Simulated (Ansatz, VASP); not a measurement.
## Al in VASP and in Ansatz

```
Al
1.0
     0.00000    2.00624    2.00690
     2.00737    0.00000    2.00690
     2.00737    2.00624    0.00000
Al
1
Direct
  0.50000 0.50000 0.50000
```

Alike in both runs: functional PBEsol; k mesh 24 × 24 × 24; occupations gaussian, width 0.1 eV; no spin polarisation.

Ansatz relaxed the structure, and its values are those at the end. VASP's run is a single point on that final structure, the one shown.

|  | VASP | Ansatz |
| --- | --- | --- |
| version | VASP 6.6.1 | Ansatz 0.2.0 |
| potentials or method | VASP PAW PBE potentials, release 64 (Al), cutoff 500 eV | scalar-relativistic, plane waves, PAW |
| valence electrons in the cell | 3 | 3 |

|  | VASP | Ansatz | Ansatz less VASP |
| --- | --- | --- | --- |
| gap on the k mesh at the Fermi level (eV) | none | none | - |
| pressure (GPa) | 0.1 | 0.0 | -0.06 |

VASP's potentials were made for PBE, not for PBEsol. A gap of «none» marks a metal or a gap that the smearing closes.
